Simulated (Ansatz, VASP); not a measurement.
CsSnBr3 in VASP and in Ansatz

```
CELL_PARAMETERS angstrom
5.37189 0.00000 0.00000
0.00000 5.37189 0.00000
0.00000 0.00000 5.37189
ATOMIC_POSITIONS crystal
Cs 0.00000 0.00000 0.00000
Sn 0.50000 0.50000 0.50000
Br 0.50000 0.00000 0.50000
Br 0.50000 0.50000 0.00000
Br 0.00000 0.50000 0.50000
```

Change from the starting cell: strain -0.080 along x and y, -0.080 along z, atoms carried along.

Alike in both runs: task single point; functional PBE; k mesh 6 × 6 × 6; occupations gaussian, width 0.05 eV; no spin polarisation.

|  | VASP | Ansatz |
| --- | --- | --- |
| version | VASP 6.6.1 | Ansatz 0.2.0 |
| potentials or method | VASP PAW PBE potentials, release 64 (Cs_sv, Sn_d, Br), cutoff 500 eV | scalar-relativistic, plane waves, PAW |
| valence electrons in the cell | 44 | 44 |

|  | VASP | Ansatz | Ansatz less VASP |
| --- | --- | --- | --- |
| gap on the k mesh at the Fermi level (eV) | none | none | - |
| pressure (GPa) | 10.2 | 10.1 | -0.02 |

A gap of «none» marks a metal or a gap that the smearing closes. The functional is the same, so the differences come from potentials, cutoffs and numerics.

Neither program's run includes spin-orbit coupling.
